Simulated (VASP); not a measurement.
# C (Fd-3m) in VASP: further runs, part 2 of 2

VASP 6.6.1. The steps go on from the part before.

## (3) Relaxation of cell and atoms, RPBE+D4

This run uses another cell than the first one, of 5.67 Å³/atom.

File INCAR:

```
PREC     = Accurate       # precision mode
ENCUT    = 600            # plane-wave cutoff, eV
EDIFF    = 1E-7           # SCF threshold, eV
ISMEAR   = -1             # smearing method
SIGMA    = 0.05           # smearing width, eV
LREAL    = False          # projectors in reciprocal space
LASPH    = True           # aspherical terms in the spheres
NELM     = 100            # most SCF steps
ALGO     = Normal         # electronic algorithm
ISIF     = 3              # what is computed and relaxed
LWAVE    = False          # write WAVECAR
LCHARG   = False          # write CHGCAR
GGA      = RP             # functional
IVDW     = 13             # dispersion correction
IBRION   = 2              # ionic algorithm
NSW      = 60             # ionic steps
EDIFFG   = -0.01          # ionic threshold
```

File KPOINTS:

```
Automatic mesh
0
Gamma
  13 13 13
```

File POSCAR:

```
C
1.0
    0.0000000000      1.7833700000      1.7833700000
    1.7833700000      0.0000000000      1.7833700000
    1.7833700000      1.7833700000      0.0000000000
C
2
Direct
    0.7500000000      0.7500000000      0.7500000000
    0.5000000000      0.5000000000      0.5000000000
```

Potentials or basis: VASP PAW PBE potentials, release 64 (C).

Run with:

```sh
$ cat potpaw_PBE.64/C/POTCAR > POTCAR
$ mpirun -np 1 vasp_std > vasp.out
```

OUTCAR:

```text
PREC = Accurate
   ENCUT = 600
   EDIFF = 1E-7
   ISMEAR = -1
   LREAL = False
   LASPH = True
   NELM = 100
   ISIF = 3
   GGA = RP
   IVDW = 13
   IBRION = 2
   NSW = 60
   EDIFFG = -0.01

 ion  position               nearest neighbor table
   1  0.750  0.750  0.750-   2 1.54   2 1.54   2 1.54   2 1.54
   2  0.500  0.500  0.500-   1 1.54   1 1.54   1 1.54   1 1.54

  LATTYP: Found a face centered cubic cell.
 ALAT       =     3.5667400000

  Lattice vectors:

 A1 = (   0.0000000000,   1.7833700000,   1.7833700000)
 A2 = (   1.7833700000,   0.0000000000,   1.7833700000)
 A3 = (   1.7833700000,   1.7833700000,   0.0000000000)

Analysis of symmetry for initial positions (statically):
=====================================================================
 Subroutine PRICEL returns:
 Original cell was already a primitive cell.

 Routine SETGRP: Setting up the symmetry group for a
 face centered cubic supercell.

 Subroutine GETGRP returns: Found 48 space group operations
 (whereof 24 operations were pure point group operations)
 out of a pool of 48 trial point group operations.

The static configuration has the point symmetry T_d .
 The point group associated with its full space group is O_h .

Analysis of symmetry for dynamics (positions and initial velocities):
[... 150 lines left out ...]
--------------------------------------- Ionic step        1  -------------------------------------------

 number of electron       7.9999999 magnetization

 Free energy of the ion-electron system (eV)
  ---------------------------------------------------
  ext. energy  EPLUGINS =         0.00000000
  ---------------------------------------------------
  free energy    TOTEN  =       -17.23454503 eV

  energy without entropy =      -17.23454503  energy(sigma->0) =      -17.23454503

------------------------ aborting loop because EDIFF is reached ----------------------------------------

  DFT-D4 for vdW energy calculation

  Edisp (eV):   -1.06404
[... 71 lines left out ...]
--------------------------------------- Ionic step        3  -------------------------------------------

 number of electron       7.9999999 magnetization

 Free energy of the ion-electron system (eV)
  ---------------------------------------------------
  ext. energy  EPLUGINS =         0.00000000
  ---------------------------------------------------
  free energy    TOTEN  =       -17.22331278 eV

  energy without entropy =      -17.22331278  energy(sigma->0) =      -17.22331278

 E-fermi :  10.9378     XC(G=0): -13.2411

 val. band max:       10.0604234298   @ k =   0.0000   0.0000   0.0000
 cond. band min:      14.2271201832   @ k =   0.3846   0.3846   0.0000
 fundamental gap:      4.1666967534
 Fermi energy:        10.9378005895

 k-point     1 :       0.0000    0.0000    0.0000
  band No.  band energies     occupation
      1     -11.6902      2.00000
      2      10.0604      2.00000
      3      10.0604      2.00000
      4      10.0604      2.00000
      5      15.6934      0.00000
      6      15.6934      0.00000
      7      15.6934      0.00000
      8      23.6685      0.00000
[... 243 lines left out ...]
 k-point    24 :       0.4615    0.1538    0.0000
  band No.  band energies     occupation
      1      -6.6223      2.00000
      2      -1.3392      2.00000
      3       5.5578      2.00000
      4       6.0900      2.00000
      5      17.2037      0.00000
      6      20.7683      0.00000
      7      21.1226      0.00000
      8      24.1750      0.00000

 [... further k-points ...]

------------------------ aborting loop because EDIFF is reached ----------------------------------------

  DFT-D4 for vdW energy calculation

  Edisp (eV):   -1.07855
[... 25 lines left out ...]
  FREE ENERGIE OF THE ION-ELECTRON SYSTEM (eV)
  ---------------------------------------------------
  free  energy   TOTEN  =       -18.3018633682 eV

  energy  without entropy=      -18.3018633681  energy(sigma->0) =      -18.30186337

 reached required accuracy - stopping structural energy minimisation
```

OSZICAR:

```text
N       E                     dE             d eps       ncg     rms          rms(c)
DAV:   1     0.274524875917E+01    0.27452E+01   -0.55497E+03  1400   0.108E+03
DAV:   2    -0.176809194966E+02   -0.20426E+02   -0.19599E+02  2240   0.123E+02
DAV:   3    -0.177967831570E+02   -0.11586E+00   -0.11586E+00  1400   0.120E+01
[... 20 lines left out ...]
DAV:   2    -0.172237312070E+02    0.99363E-03   -0.79574E-04  1440   0.289E-01    0.152E-01
DAV:   3    -0.172233161225E+02    0.41508E-03   -0.81154E-04  1456   0.232E-01    0.263E-02
DAV:   4    -0.172233151154E+02    0.10071E-05   -0.14483E-06  1352   0.177E-02    0.211E-02
DAV:   5    -0.172233128478E+02    0.22675E-05   -0.51008E-07  1600   0.999E-03    0.411E-04
DAV:   6    -0.172233127791E+02    0.68711E-07   -0.46976E-09   696   0.843E-04
   3 F= -.18301863E+02 E0= -.18301863E+02  d E =-.328324E-02
```

CONTCAR:

```text
C
   1.00000000000000
     0.0000000000000000    1.7747730072294252    1.7747730072294252
     1.7747730072294254    0.0000000000000000    1.7747730072294252
     1.7747730072294254    1.7747730072294252   -0.0000000000000000
  C
     2
Direct
     0.7500000000000000    0.7500000000000000    0.7500000000000000
     0.5000000000000000    0.5000000000000000    0.5000000000000000

  0.00000000E+00  0.00000000E+00  0.00000000E+00
  0.00000000E+00  0.00000000E+00  0.00000000E+00
```

Run time: 22 s. Hardware: 1 thread of Intel Xeon Platinum 8259CL at 2.50GHz (Skylake/Cascade Lake), shared host; peak memory 0.12 GiB.

What came out:

```
Free energy                           : -18.3019 eV
Relaxed volume                        : 5.59 Å³/atom
Relaxed cell                          : a = 2.510 Å, b = 2.510 Å, c = 2.510 Å, α = 60.00°, β = 60.00°, γ = 60.00°
Space group after relaxing (to 0.1 Å) : Fd-3m (No. 227)
Energy gained by relaxing             : 1.6 meV/atom
Ionic steps                           : 3
Pressure after relaxing               : 0.0 GPa
Band gap on the k mesh                : 4.17 eV (least direct gap 5.63 eV)
Dispersion energy per atom            : -0.539 eV
```

Step by step:
| step | energy change (eV) | largest force (eV/Å) | pressure (GPa) | volume (Å³) |
| --- | --- | --- | --- | --- |
| 1 | 0.0000 | 0.0000 | -6.34 | 11.34 |
| 2 | 0.0019 | 0.0000 | 8.40 | 10.98 |
| 3 | -0.0033 | 0.0000 | -0.01 | 11.18 |

Final structure:
```
C
1.0
     0.00000    1.77477    1.77477
     1.77477    0.00000    1.77477
     1.77477    1.77477    0.00000
C
2
Direct
  0.75000 0.75000 0.75000
  0.50000 0.50000 0.50000
```

Levels at points of the mesh, in eV from the valence-band top:
| k point | band 2 | band 3 | band 4 | band 5 | band 6 | band 7 |
| --- | --- | --- | --- | --- | --- | --- |
| (0.00, 0.00, 0.00) | 0.00 | 0.00 | 0.00 | 5.63 | 5.63 | 5.63 |

Caveat: the PAW data sets were made with another functional, which shifts forces and pressure a little; an odd mesh through Γ misses points on the zone boundary, where band edges can lie.

## (4) How close it comes

Step 3. The cell as given is a measured one (5.67 Å³/atom); RPBE+D4 puts the equilibrium volume -1.4 % from it, thermal expansion not counted.
